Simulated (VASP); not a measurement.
Crystal: AlAu.

```
Al Au
1.0
     3.22394    0.00000    0.00000
     0.00000    3.22394    0.00000
     0.00000    0.00000    3.22394
Al Au
1 1
Direct
  0.00000 0.00000 0.00000
  0.50000 0.50000 0.50000
```

```yaml
Program: VASP 6.6.1
Task: relaxation of cell and atoms
Functional: PBEsol
Potentials_or_basis: VASP PAW PBE potentials, release 64 (Al, Au)
Cutoff: 600 eV
k_mesh: 6 × 6 × 6
Occupations: gaussian, width 0.15 eV
Spin: no spin polarisation
```

At the start: pressure -5.4 GPa; volume 16.75 Å³/atom.

Q: How do energy, volume and symmetry change on relaxing?

A: Over 3 steps the energy falls by 12.7 meV/atom and the volume is 16.04 Å³/atom (-4.3 %); space group Pm-3m (No. 221, to 0.05 Å).

Step by step:
| step | energy change (eV) | largest force (eV/Å) | pressure (GPa) | volume (Å³) |
| --- | --- | --- | --- | --- |
| 1 | 0.0000 | 0.0000 | -5.41 | 33.51 |
| 2 | -0.0030 | 0.0000 | 6.01 | 30.84 |
| 3 | -0.0253 | 0.0000 | -0.03 | 32.08 |

Final structure:
```yaml
crystal:
  lattice:
    - [3.17758, 0.00000, 0.00000]
    - [0.00000, 3.17758, 0.00000]
    - [0.00000, 0.00000, 3.17758]
  atoms:
    - { symbol: Al, position: [0.00000, 0.00000, 0.00000] }
    - { symbol: Au, position: [0.50000, 0.50000, 0.50000] }
```

Caveat: the PAW data sets were made with another functional, which shifts forces and pressure a little.
